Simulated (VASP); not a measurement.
Input of a VASP 6.6.1 run:

File INCAR:

```
PREC = Accurate
ENCUT = 600
EDIFF = 1E-6
ISMEAR = 0
SIGMA = 0.05
LREAL = F
LASPH = T
NELM = 120
ALGO = Normal
ISIF = 2
LWAVE = F
LCHARG = F
NBANDS = 11
GGA_COMPAT = F
```

KPOINTS

```
Automatic mesh
0
Gamma
  12 12 12
```

Contents of POSCAR:

```
BN
1.0
    1.2511217832      0.7223354983      3.3729344033
   -1.2511217832      0.7223354983      3.3729344033
    0.0000000000     -1.4446709967      3.3729344033
B N
1 1
Direct
    1.0095537916      1.0095537916      1.0095537916
    0.3327618000      0.3327618000      0.3327618000
```

Potentials or basis: VASP PAW LDA potentials, release 64 (B, N).

The run is started by

```sh
$ cat potpaw_LDA.64/B/POTCAR potpaw_LDA.64/N/POTCAR > POTCAR
$ mpirun -np 1 vasp_std > vasp.out
```

(1) What does it give for the pressure?

(2) Predict the band gap on the k mesh.

(3) Predict the largest force.

## Answers

(1) -4.8 GPa.

(2) 4.20 eV, indirect (least direct gap 4.57 eV).

(3) 1.331 eV/Å.

Caveat: the cell differs from its parent crystal (atom 1 (B) moved by (+0.000, +0.100) A along x and z); forces of over 1 eV/Å act on the atoms, so gaps and moduli don't describe the material at rest.
